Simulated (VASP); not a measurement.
# Pd (Fm-3m) in VASP: a series of runs, part 2 of 2

VASP 6.6.1. The steps go on from the part before.

**4. Single point, LDA**

INCAR reads:

```
SYSTEM = Pd
PREC = Accurate
ENCUT = 500
EDIFF = 1E-6
ISMEAR = -1
SIGMA = 0.05
LREAL = .False.
LASPH = .True.
NELM = 120
ALGO = Normal
ISIF = 2
LWAVE = .False.
LCHARG = .False.
NBANDS = 11
GGA_COMPAT = .False.
```

KPOINTS reads:

```
Automatic mesh
0
Gamma
  13 13 13
  0 0 0
```

POSCAR reads:

```
Pd
1.0
    0.0000000000      1.9387450000      1.9387450000
    1.9387450000      0.0000000000      1.9387450000
    1.9387450000      1.9387450000      0.0000000000
Pd
1
Direct
    0.0000000000      0.0000000000      0.0000000000
```

Potentials or basis: VASP PAW LDA potentials, release 64 (Pd).

Run with:

```bash
> cat potpaw_LDA.64/Pd/POTCAR > POTCAR
> mpirun -np 1 vasp_std > vasp.out
```

OUTCAR:

```text
SYSTEM = Pd
   PREC = Accurate
   ENCUT = 500
   EDIFF = 1E-6
   ISMEAR = -1
   LREAL = .False.
   LASPH = .True.
   NELM = 120
   ISIF = 2

 ion  position               nearest neighbor table
   1  0.000  0.000  0.000-

  LATTYP: Found a face centered cubic cell.
 ALAT       =     3.8774900000

  Lattice vectors:

 A1 = (   0.0000000000,   1.9387450000,   1.9387450000)
 A2 = (   1.9387450000,   0.0000000000,   1.9387450000)
 A3 = (   1.9387450000,   1.9387450000,   0.0000000000)

Analysis of symmetry for initial positions (statically):
=====================================================================
 Subroutine PRICEL returns:
 Original cell was already a primitive cell.

 Routine SETGRP: Setting up the symmetry group for a
 face centered cubic supercell.

 Subroutine GETGRP returns: Found 48 space group operations
 (whereof 48 operations were pure point group operations)
 out of a pool of 48 trial point group operations.

The static configuration has the point symmetry O_h .

Analysis of symmetry for dynamics (positions and initial velocities):
=====================================================================
 Subroutine PRICEL returns:
 Original cell was already a primitive cell.

 Routine SETGRP: Setting up the symmetry group for a
 face centered cubic supercell.

 Subroutine GETGRP returns: Found 48 space group operations
 (whereof 48 operations were pure point group operations)
 out of a pool of 48 trial point group operations.

The dynamic configuration has the point symmetry O_h .

 Subroutine INISYM returns: Found 48 space group operations
 (whereof 48 operations are pure point group operations),
 and found     1 'primitive' translations

----------------------------------------------------------------------------------------

                                     Primitive cell

  volume of cell :      14.5744

  direct lattice vectors                    reciprocal lattice vectors
     0.000000000  1.938745000  1.938745000    -0.257898795  0.257898795  0.257898795
     1.938745000  0.000000000  1.938745000     0.257898795 -0.257898795  0.257898795
     1.938745000  1.938745000  0.000000000     0.257898795  0.257898795 -0.257898795

  length of vectors
     2.741799473  2.741799473  2.741799473     0.446693817  0.446693817  0.446693817

  position of ions in fractional coordinates (direct lattice)
     0.000000000  0.000000000  0.000000000

  ion indices of the primitive-cell ions
   primitive index   ion index
                 1           1

----------------------------------------------------------------------------------------

 KPOINTS: Automatic mesh

Automatic generation of k-mesh.
 Grid dimensions read from file:
 generate k-points for:   13   13   13

 Generating k-lattice:

  Cartesian coordinates                     Fractional coordinates (reciprocal lattice)
    -0.019838369  0.019838369  0.019838369     0.076923077  0.000000000  0.000000000
     0.019838369 -0.019838369  0.019838369     0.000000000  0.076923077  0.000000000
     0.019838369  0.019838369 -0.019838369     0.000000000  0.000000000  0.076923077

  Length of vectors
     0.034361063  0.034361063  0.034361063

  Shift w.r.t. Gamma in fractional coordinates (k-lattice)
     0.000000000  0.000000000  0.000000000

 Subroutine IBZKPT returns following result:
 ===========================================

 Found     84 irreducible k-points:

 Following reciprocal coordinates:
            Coordinates               Weight
  0.000000  0.000000  0.000000      1.000000
  0.076923  0.000000  0.000000      8.000000
  0.153846  0.000000  0.000000      8.000000
  0.230769  0.000000  0.000000      8.000000
  0.307692  0.000000  0.000000      8.000000
  0.384615  0.000000  0.000000      8.000000
[... 16 lines left out ...]
  0.384615  0.153846  0.000000     24.000000
  0.461538  0.153846  0.000000     24.000000
 [... further k-points ...]
   k-points           NKPTS =     84   k-points in BZ     NKDIM =     84   number of bands    NBANDS=     11
   number of dos      NEDOS =    301   number of ions     NIONS =      1
   total plane-waves  NPLWV =   8000
   dimension x,y,z NGX =    20 NGY =   20 NGZ =   20
   dimension x,y,z NGXF=    40 NGYF=   40 NGZF=   40
   ions per type =               1
   NGX,Y,Z   is equivalent  to a cutoff of  12.13, 12.13, 12.13 a.u.
   NGXF,Y,Z  is equivalent  to a cutoff of  24.25, 24.25, 24.25 a.u.
 SYSTEM =  Pd
   PREC   = accura    normal or accurate (medium, high low for compatibility)
   ISTART =      0    job   : 0-new  1-cont  2-samecut
   ICHARG =      2    charge: 1-file 2-atom 10-const
   ISPIN  =      1    spin polarized calculation?
   LNONCOLLINEAR =      F non collinear calculations
   LSORBIT =      F    spin-orbit coupling
   LASPH  =      T    aspherical Exc in radial PAW
   ENCUT  =  500.0 eV  36.75 Ry    6.06 a.u.   5.00  5.00  5.00*2*pi/ulx,y,z
   NELM   =    120;   NELMIN=  2; NELMDL= -5     # of ELM steps
   EDIFF  = 0.1E-05   stopping-criterion for ELM
   LREAL  =      F    real-space projection
   EDIFFG = 0.1E-04   stopping-criterion for IOM
   NSW    =      0    number of steps for IOM
   IBRION =     -1    ionic relax: 0-MD 1-quasi-New 2-CG
   NFREE  =      0    steps in history (QN), initial steepest desc. (CG)
   ISIF   =      2    stress and relaxation
   ISYM   =      2    0-nonsym 1-usesym 2-fastsym
   POTIM  = 0.5000    time-step for ionic-motion
   TEBEG  =    0.0;   TEEND  =   0.0 temperature during run
   PSTRESS=    0.0 pullay stress
   NELECT =      10.0000    total number of electrons
   NUPDOWN=      -1.0000    fix difference up-down
   EMIN   =  10.00;   EMAX   =-10.00  energy-range for DOS
   EFERMI =   0.00;   METHOD = LEGACY
   ISMEAR =    -1;   SIGMA  =   0.05  broadening in eV -4-tet -1-fermi 0-gaus
   EFERMI_NEDOS =   21; number of points for ismear=-14 and -15
   IALGO  =     38    algorithm
   IMIX   =      4    mixing-type and parameters
     AMIX     =   0.40;   BMIX     =  1.00
     AMIX_MAG =   1.60;   BMIX_MAG =  1.00
  volume/ion in A,a.u.               =      14.57        98.35
  Fermi-wavevector in a.u.,A,eV,Ry     =   1.443923  2.728619 28.366986  2.084915
  Thomas-Fermi vector in A             =   2.562276
   LORBIT       =      0    0 simple, 1 ext, 2 COOP (PROOUT), +10 PAW based schemes
   GGA     = CA    functional components
   LHFCALC =     F    Hartree Fock is set to
   AEXX    =    0.0000 exact exchange contribution
   IVDW    =     0    specifies the selected vdW correction
   LEPSILON=     F    determine dielectric tensor
   LRPA    =     F    only Hartree local field effects (RPA)
 non-spin polarized calculation
  energy-cutoff  :      500.00
  volume of cell :       14.57
 maximum number of plane-waves:       381
   NGX =  9   NGY =  9   NGZ =  9

 number of electron      10.0000002 magnetization

 Free energy of the ion-electron system (eV)
  ---------------------------------------------------
  ext. energy  EPLUGINS =         0.00000000
  ---------------------------------------------------
  free energy    TOTEN  =        -6.49846772 eV

  energy without entropy =       -6.48097457  energy(sigma->0) =       -6.48972115

 E-fermi :   9.8358     XC(G=0): -13.5888

 val. band max:        9.8347525002   @ k =   0.4615   0.1538   0.0000
 cond. band min:       9.8371785965   @ k =  -0.3846   0.3846   0.0769
 fundamental gap:      0.0024260963
 Fermi energy:         9.8358156613

 k-point     1 :       0.0000    0.0000    0.0000
  band No.  band energies     occupation
      1       2.4675      2.00000
      2       6.8834      2.00000
      3       6.8834      2.00000
      4       6.8834      2.00000
      5       8.5610      2.00000
      6       8.5610      2.00000
      7      26.9348      0.00000
      8      31.7203      0.00000
      9      31.7203      0.00000
     10      31.7203      0.00000
     11      35.5655      0.00000

 k-point     2 :       0.0769    0.0000    0.0000
  band No.  band energies     occupation
      1       2.6838      2.00000
      2       6.8066      2.00000
      3       6.9585      2.00000
      4       6.9585      2.00000
      5       8.5254      2.00000
      6       8.5254      2.00000
      7      27.1665      0.00000
      8      30.4299      0.00000
      9      31.9757      0.00000
     10      31.9757      0.00000
     11      35.6005      0.00000
[... 295 lines left out ...]
 k-point    24 :       0.4615    0.1538    0.0000
  band No.  band energies     occupation
      1       4.8811      2.00000
      2       6.4947      2.00000
      3       7.4370      2.00000
      4       7.4763      2.00000
      5       9.8348      1.01063
      6      11.8942      0.00000
      7      18.8788      0.00000
      8      26.6973      0.00000
      9      28.6990      0.00000
     10      29.6590      0.00000
     11      35.6216      0.00000

 [... further k-points ...]
[... 5 lines left out ...]
  --------------------------------------------------------------------------------------
  -------------------------------------------------------------------------------------
  Total       -0.5233151     -0.5233151     -0.5233151      0.0000000      0.0000000     -0.0000000
  in kB      -57.5283288    -57.5283288    -57.5283288      0.0000000      0.0000000     -0.0000000
  external PRESSURE =     -57.5283288 kB  Pullay stress =       0.0000000 kB

 VOLUME and BASIS-vectors are now :
 -----------------------------------------------------------------------------
  energy-cutoff  :      500.00
  volume of cell :       14.57
      direct lattice vectors                 reciprocal lattice vectors
     0.000000000  1.938745000  1.938745000    -0.257898795  0.257898795  0.257898795
     1.938745000  0.000000000  1.938745000     0.257898795 -0.257898795  0.257898795
     1.938745000  1.938745000  0.000000000     0.257898795  0.257898795 -0.257898795

 POSITION                                       TOTAL-FORCE (eV/Angst)
 -----------------------------------------------------------------------------------
      0.00000      0.00000      0.00000        -0.000000      0.000000      0.000000
 -----------------------------------------------------------------------------------
    total drift:                                0.000000      0.000000      0.000000

  FREE ENERGIE OF THE ION-ELECTRON SYSTEM (eV)
  ---------------------------------------------------
  free  energy   TOTEN  =        -6.4984677206 eV

  energy  without entropy=       -6.4809745735  energy(sigma->0) =       -6.48972115
```

Wall time 16 s (1 thread of Intel Xeon 8259CL, shared host); peak memory 0.13 GiB.

Results:

* Free energy: -6.4985 eV
* Pressure: -5.8 GPa
* Band gap on the k mesh: zero (band 5 reaches 10.07 eV, above the bottom of band 6 at 8.49 eV)

Levels at points of the mesh, in eV from the Fermi level:
```
           k point  band 3  band 4  band 5  band 6  band 7  band 8
(0.00, 0.00, 0.00)   -2.95   -2.95   -1.27   -1.27   17.10   21.88
```

**5. Single point, PBE**

INCAR reads:

```
PREC = Accurate ; ENCUT = 500
EDIFF = 1E-6 ; ISMEAR = -1
SIGMA = 0.05 ; LREAL = F
LASPH = T ; NELM = 120
ALGO = Normal ; ISIF = 2
LWAVE = F ; LCHARG = T
GGA = PE ; LELF = T
LVHAR = T ; NBANDS = 11
GGA_COMPAT = F
```

KPOINTS reads:

```
regular mesh
0
Gamma
  13 13 13
```

POSCAR is that of step 4.

Potentials or basis: VASP PAW PBE potentials, release 64 (Pd).

Run with:

```bash
> cat potpaw_PBE.64/Pd/POTCAR > POTCAR
> mpirun -np 1 vasp_std > vasp.out
```

Wall time 19 s (1 thread of Intel Xeon 8259CL, shared host); peak memory 0.13 GiB.

Results (log left out):

| Property | Result |
| --- | --- |
| Free energy | -5.2094 eV |
| Pressure | 9.5 GPa |
| Band gap on the k mesh | zero (band 5 reaches 10.25 eV, above the bottom of band 6 at 8.67 eV) |

Levels at points of the mesh, in eV from the Fermi level:
```tsv
k point	band 2	band 3	band 4	band 5	band 6	band 7	band 8	band 9
(0.00, 0.00, 0.00)	-2.92	-2.92	-2.92	-1.28	-1.28	17.16	22.01	22.01
```

**6. The runs side by side**

```csv
level,potentials or basis,cutoff (eV),gap on the mesh (eV),pressure (GPa)
PBEsol,"VASP PAW PBE potentials, release 64 (Pd)",520,none,-0.5
r2SCAN,"VASP PAW PBE potentials, release 64 (Pd)",520,none,5.6
LDA,"VASP PAW LDA potentials, release 64 (Pd)",500,none,-5.8
PBE,"VASP PAW PBE potentials, release 64 (Pd)",500,none,9.5
```

Alike in all rows: task single point; no spin polarisation; cell as given; k mesh 13 × 13 × 13; smearing fermi-dirac 0.05 eV.

Caveats: the PAW data sets were made with another functional, which shifts forces and pressure a little (some runs).

Absolute energies hang on the potentials; compare differences alone.
